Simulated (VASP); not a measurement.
# Sn (Im-3m) in VASP: notebook

Aim: see how the results for Sn move with the level of theory and the settings. Levels: HSE06, PBE0. Tasks: single point.

Everything below comes from runs of VASP 6.6.1. Logs are shortened: lines on timing, memory, paths and dates and some standing lists are left out, and cuts for length are marked.

### 1 The cell of the first run

It takes space group Im-3m (No. 229, cubic). The conventional cell has a = 3.814 Å, b = 3.814 Å, c = 3.814 Å, α = 90.00°, β = 90.00°, γ = 90.00°. Within 4.3 Å of Sn (site symmetry m-3m) lie 14 Sn at 3.30 to 3.81 Å.

This isn't the form of Sn at room conditions, which is tetragonal (white tin).

### 2 Single point, HSE06

File POSCAR:

```
Sn
1.0
   -1.9071995479      1.9071995479      1.9071995479
    1.9071995479     -1.9071995479      1.9071995479
    1.9071995479      1.9071995479     -1.9071995479
Sn
1
Direct
    0.0000000000      0.0000000000      0.0000000000
```

File INCAR.step1:

```
  PREC = Accurate
  ENCUT = 520
  EDIFF = 1E-5
  ISMEAR = -1
  SIGMA = 0.05
  LREAL = F
  LASPH = T
  NELM = 80
  ALGO = Normal
  ISIF = 2
  LWAVE = T
  LCHARG = F
  NBANDS = 13
  GGA = PE
```

File INCAR.step2:

```
  PREC = Accurate
  ENCUT = 520
  EDIFF = 1E-6
  ISMEAR = -1
  SIGMA = 0.05
  LREAL = F
  LASPH = T
  NELM = 80
  ALGO = Normal
  ISIF = 2
  LWAVE = F
  LCHARG = F
  GGA = PE
  LHFCALC = T
  HFSCREEN = 0.2079
  PRECFOCK = Normal
  NBANDS = 13
  ISTART = 1
```

File KPOINTS:

```
Automatic mesh
0
Gamma
  6 6 6
```

Potentials or basis: VASP PAW PBE potentials, release 64 (Sn_d).

On the command line:

```console
> cat potpaw_PBE.64/Sn_d/POTCAR > POTCAR
> cp INCAR.step1 INCAR
> mpirun -np 1 vasp_std > vasp.out
> cp INCAR.step2 INCAR
> mpirun -np 1 vasp_std > vasp.out
```

OUTCAR:

```text
PREC = Accurate
   ENCUT = 520
   EDIFF = 1E-6
   ISMEAR = -1
   LREAL = F
   LASPH = T
   NELM = 80
   ISIF = 2
   GGA = PE
   LHFCALC = T
   HFSCREEN = 0.2079
   PRECFOCK = Normal
   ISTART = 1

 ion  position               nearest neighbor table
   1  0.000  0.000  0.000-

  LATTYP: Found a body centered cubic cell.
 ALAT       =     3.8143990958

  Lattice vectors:

 A1 = (  -1.9071995479,   1.9071995479,   1.9071995479)
 A2 = (   1.9071995479,  -1.9071995479,   1.9071995479)
 A3 = (   1.9071995479,   1.9071995479,  -1.9071995479)

Analysis of symmetry for initial positions (statically):
=====================================================================
 Subroutine PRICEL returns:
 Original cell was already a primitive cell.

 Routine SETGRP: Setting up the symmetry group for a
 body centered cubic supercell.

 Subroutine GETGRP returns: Found 48 space group operations
 (whereof 48 operations were pure point group operations)
 out of a pool of 48 trial point group operations.

The static configuration has the point symmetry O_h .

Analysis of symmetry for dynamics (positions and initial velocities):
=====================================================================
 Subroutine PRICEL returns:
 Original cell was already a primitive cell.

 Routine SETGRP: Setting up the symmetry group for a
 body centered cubic supercell.

 Subroutine GETGRP returns: Found 48 space group operations
 (whereof 48 operations were pure point group operations)
 out of a pool of 48 trial point group operations.

The dynamic configuration has the point symmetry O_h .

 Subroutine INISYM returns: Found 48 space group operations
 (whereof 48 operations are pure point group operations),
 and found     1 'primitive' translations

----------------------------------------------------------------------------------------

                                     Primitive cell

  volume of cell :      27.7491

  direct lattice vectors                    reciprocal lattice vectors
    -1.907199548  1.907199548  1.907199548     0.000000000  0.262164492  0.262164492
     1.907199548 -1.907199548  1.907199548     0.262164492  0.000000000  0.262164492
     1.907199548  1.907199548 -1.907199548     0.262164492  0.262164492  0.000000000

  length of vectors
[... 83 lines left out ...]
   NUPDOWN=      -1.0000    fix difference up-down
   EMIN   =  10.00;   EMAX   =-10.00  energy-range for DOS
   EFERMI =   0.00;   METHOD = LEGACY
   ISMEAR =    -1;   SIGMA  =   0.05  broadening in eV -4-tet -1-fermi 0-gaus
   EFERMI_NEDOS =   21; number of points for ismear=-14 and -15
   IALGO  =     38    algorithm
   IMIX   =      1    mixing-type and parameters
     AMIX     =   0.40;   BMIX     =  1.00
     AMIX_MAG =   1.60;   BMIX_MAG =  1.00
  volume/ion in A,a.u.               =      27.75       187.26
  Fermi-wavevector in a.u.,A,eV,Ry     =   1.303271  2.462825 23.109701  1.698515
  Thomas-Fermi vector in A             =   2.434284
   LORBIT       =      0    0 simple, 1 ext, 2 COOP (PROOUT), +10 PAW based schemes
   GGA     = PE    functional components
   LHFCALC =     T    Hartree Fock is set to
   PRECFOCK=normal    Normal, Fast or Accurate (Low or Medium for compatibility)
   ENCUT4O =  -1.0   cutoff for four orbital integrals eV
   NKREDX  =     1    reduce k-point grid by
   NKREDY  =     1    reduce k-point grid by
   NKREDZ  =     1    reduce k-point grid by
   AEXX    =    0.2500 exact exchange contribution
   HFSCREEN=    0.2079 screening length (either q_TF or 0.3 A-1)
   HFSCREENC=   0.2079 screening length for correlation (either q_TF or 0.3 A-1)
   ENCUTFOCK=  -1.0 apply spherical cutoff to Coloumb kernel
   IVDW    =     0    specifies the selected vdW correction
   LEPSILON=     F    determine dielectric tensor
   LRPA    =     F    only Hartree local field effects (RPA)
 non-spin polarized calculation
  energy-cutoff  :      520.00
  volume of cell :       27.75
 maximum number of plane-waves:       767
 NGX is ok and might be reduce to    28
  NGX = 20; NGY = 20; NGZ = 20

 number of electron      13.9999997 magnetization

 Free energy of the ion-electron system (eV)
  ---------------------------------------------------
  ext. energy  EPLUGINS =         0.00000000
  ---------------------------------------------------
  free energy    TOTEN  =        -4.37894091 eV

  energy without entropy =       -4.37581587  energy(sigma->0) =       -4.37737839

 E-fermi :   7.9692     XC(G=0):  -8.5089

 val. band max:        7.3705817937   @ k =   0.3333   0.1667   0.1667
 cond. band min:       8.0240794555   @ k =   0.5000   0.5000   0.3333
 fundamental gap:      0.6534976618
 Fermi energy:         7.9691506145

 k-point     1 :       0.0000    0.0000    0.0000
  band No.  band energies     occupation
      1     -16.1066      2.00000
      2     -16.1066      2.00000
      3     -16.1066      2.00000
      4     -15.9717      2.00000
      5     -15.9717      2.00000
      6      -4.5253      2.00000
      7      16.4433      0.00000
      8      16.4433      0.00000
      9      16.4433      0.00000
     10      20.6574      0.00000
     11      20.6574      0.00000
     12      20.6574      0.00000
     13      21.1558      0.00000
[... 226 lines left out ...]
  band No.  band energies     occupation
      1     -16.1267      2.00000
      2     -16.1267      2.00000
      3     -15.9125      2.00000
      4     -15.9125      2.00000
      5     -15.9125      2.00000
      6       5.1455      2.00000
      7       7.2802      2.00000
      8       7.2802      2.00000
      9       7.2802      2.00000
     10      11.8946      0.00000
     11      11.8946      0.00000
     12      27.0197      0.00000
     13      29.5503      0.00000

------------------------ aborting loop because EDIFF is reached ----------------------------------------

  FORCE on cell =-STRESS in cart. coord.  units (eV):
  Direction    XX          YY          ZZ          XY          YZ          ZX
  --------------------------------------------------------------------------------------
  -------------------------------------------------------------------------------------
  Total       -0.3227233     -0.3227233     -0.3227233     -0.0000000     -0.0000000      0.0000000
  in kB      -18.6334173    -18.6334173    -18.6334173     -0.0000000     -0.0000000      0.0000000
  external PRESSURE =     -18.6334173 kB  Pullay stress =       0.0000000 kB

 VOLUME and BASIS-vectors are now :
 -----------------------------------------------------------------------------
  energy-cutoff  :      520.00
  volume of cell :       27.75
      direct lattice vectors                 reciprocal lattice vectors
    -1.907199548  1.907199548  1.907199548     0.000000000  0.262164492  0.262164492
     1.907199548 -1.907199548  1.907199548     0.262164492  0.000000000  0.262164492
     1.907199548  1.907199548 -1.907199548     0.262164492  0.262164492  0.000000000

 POSITION                                       TOTAL-FORCE (eV/Angst)
 -----------------------------------------------------------------------------------
      0.00000      0.00000      0.00000         0.000000      0.000000      0.000000
 -----------------------------------------------------------------------------------
    total drift:                               -0.000000      0.000000     -0.000000

  FREE ENERGIE OF THE ION-ELECTRON SYSTEM (eV)
  ---------------------------------------------------
  free  energy   TOTEN  =        -4.3789409060 eV

  energy  without entropy=       -4.3758158689  energy(sigma->0) =       -4.37737839
```

Run time: 17 min. Hardware: 1 thread of Intel Xeon Platinum 8488C (Sapphire Rapids), shared host; peak memory 0.26 GiB.

What came out:

```yaml
Free_energy: -4.3789 eV
Pressure: -1.9 GPa
Band_gap_on_the_k_mesh: zero (bands 7 and 8 overlap by 11.38 eV)
```

Caveat: the k points lie up to 0.39 Å⁻¹ apart, too coarse for converged energies and pressures of a metal; the PAW data sets were made with another functional, which shifts forces and pressure a little; spin-orbit coupling is left out, which moves the levels of the heavy elements.

### 3 Single point, PBE0

POSCAR is that of step 2.

File INCAR.step1:

```
  PREC = Accurate
  ENCUT = 520
  EDIFF = 1E-5
  ISMEAR = -1
  SIGMA = 0.05
  LREAL = F
  LASPH = T
  NELM = 100
  ALGO = Normal
  ISIF = 2
  LWAVE = T
  GGA = PE
  NBANDS = 13
```

File INCAR.step2:

```
  PREC = Accurate
  ENCUT = 520
  EDIFF = 1E-6
  ISMEAR = -1
  SIGMA = 0.05
  LREAL = F
  LASPH = T
  NELM = 100
  ALGO = Normal
  ISIF = 2
  LWAVE = F
  LCHARG = T
  GGA = PE
  LHFCALC = T
  AEXX = 0.25
  PRECFOCK = Normal
  LELF = T
  LVHAR = T
  ISTART = 1
  NBANDS = 13
```

KPOINTS is that of step 2.

Potentials or basis: VASP PAW PBE potentials, release 64 (Sn_d).

On the command line:

```console
> cat potpaw_PBE.64/Sn_d/POTCAR > POTCAR
> cp INCAR.step1 INCAR
> mpirun -np 1 vasp_std > vasp.out
> cp INCAR.step2 INCAR
> mpirun -np 1 vasp_std > vasp.out
```

It took 15 min on 1 thread of Intel Xeon Platinum 8488C (Sapphire Rapids), shared host; peak memory 0.17 GiB.

It converged, with:

```
Free energy            : -4.8620 eV
Pressure               : -2.1 GPa
Band gap on the k mesh : zero (bands 7 and 8 overlap by 12.14 eV)
```

Levels at points of the mesh, in eV from the Fermi level:
```
           k point  band 5  band 6  band 7  band 8  band 9  band 10
(0.00, 0.00, 0.00)  -24.49  -13.07    8.75    8.75    8.75    12.94
(0.50, 0.00, 0.00)  -24.41   -7.86   -5.68    4.10    6.08     8.51
(0.50, 0.50, 0.50)  -24.43   -3.25   -1.08   -1.08   -1.08     4.13
```

Caveat: the k points lie up to 0.39 Å⁻¹ apart, too coarse for converged energies and pressures of a metal; the PAW data sets were made with another functional, which shifts forces and pressure a little; spin-orbit coupling is left out, which moves the levels of the heavy elements.

(Part 1 of 2 ends here.)
